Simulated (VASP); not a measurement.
Here is a VASP 6.6.1 calculation.

POSCAR

```
Zr
1.0
    5.0474735472      0.0000000000      0.0000000000
   -2.5237367736      4.3712403168      0.0000000000
    0.0000000000      0.0000000000      3.1447675062
Zr
3
Direct
    0.0000000000      0.0000000000      0.0000000000
    0.3333333333      0.6666666667      0.5000000000
    0.6666666667      0.3333333333      0.5000000000
```

The input INCAR.step1:

```
  PREC = Accurate
  ENCUT = 520
  ISMEAR = -1
  SIGMA = 0.1
  LREAL = F
  LASPH = T
  NELM = 60
  NBANDS = 25
  GGA = PE
  ALGO = Normal
  EDIFF = 1E-4
  LWAVE = T
  LCHARG = F
```

File INCAR.step2:

```
  PREC = Accurate
  ENCUT = 520
  EDIFF = 1E-6
  ISMEAR = -1
  SIGMA = 0.1
  LREAL = F
  LASPH = T
  NELM = 60
  ALGO = Normal
  ISIF = 2
  LWAVE = F
  LCHARG = F
  METAGGA = R2SCAN
  LMIXTAU = T
  IVDW = 12
  NBANDS = 25
  VDW_S6 = 1.0
  VDW_S8 = 0.78981345
  VDW_A1 = 0.49484001
  VDW_A2 = 5.73083694
  ISTART = 1
```

Contents of KPOINTS:

```
Automatic mesh
0
Gamma
  8 8 11
```

Potentials or basis: VASP PAW PBE potentials, release 64 (Zr_sv).

Command:

```sh
$ cat potpaw_PBE.64/Zr_sv/POTCAR > POTCAR
$ cp INCAR.step1 INCAR
$ mpirun -np 1 vasp_std > vasp.out
$ cp INCAR.step2 INCAR
$ mpirun -np 1 vasp_std > vasp.out
```

Task: Estimate the pressure.

Result: -1.7 GPa.

Task: What does it give for the band gap on the k mesh?

Result: Zero (bands 18 and 19 overlap by 0.57 eV).

Task: Predict the dispersion energy per atom.

Result: -0.252 eV.

Stress tensor (GPa, compression positive):
```
-1.86  0.00  0.00
 0.00 -1.86  0.00
 0.00  0.00 -1.30
```

Caveat: three body term missing; the PAW data sets were made with another functional, which shifts forces and pressure a little.
